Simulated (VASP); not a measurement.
A run of VASP 6.6.1:

INCAR

```
SYSTEM = InSb
PREC = Accurate
ENCUT = 520
EDIFF = 1E-6
ISMEAR = -1
SIGMA = 0.03
LREAL = .FALSE.
LASPH = .TRUE.
NELM = 100
ALGO = Normal
ISIF = 2
LWAVE = .FALSE.
LCHARG = .FALSE.
GGA = PE
NBANDS = 16
```

Contents of KPOINTS:

```
regular mesh
0
G
  10 10 10
  0 0 0
```

POSCAR

```
InSb
1.0
    0.0000000000      3.2605516185      3.2605516185
    3.2605516185      0.0000000000      3.2605516185
    3.2605516185      3.2605516185      0.0000000000
In Sb
1 1
Direct
    0.0000000000      0.0000000000      0.0000000000
    0.7500000000      0.7500000000      0.7500000000
```

Potentials or basis: VASP PAW PBE potentials, release 64 (In_d, Sb).

The run is started by

```console
$ cat potpaw_PBE.64/In_d/POTCAR potpaw_PBE.64/Sb/POTCAR > POTCAR
$ mpirun -np 1 vasp_std > vasp.out
```

Hardware: 1 thread of Intel Xeon 8259CL, on a shared host.

Question: How long does it take, and how much memory?

Answer: Run time: 89 s on 1 thread of Intel Xeon 8259CL (shared host), peak memory 0.23 GiB. Counts: scf iterations 13, k points 47.
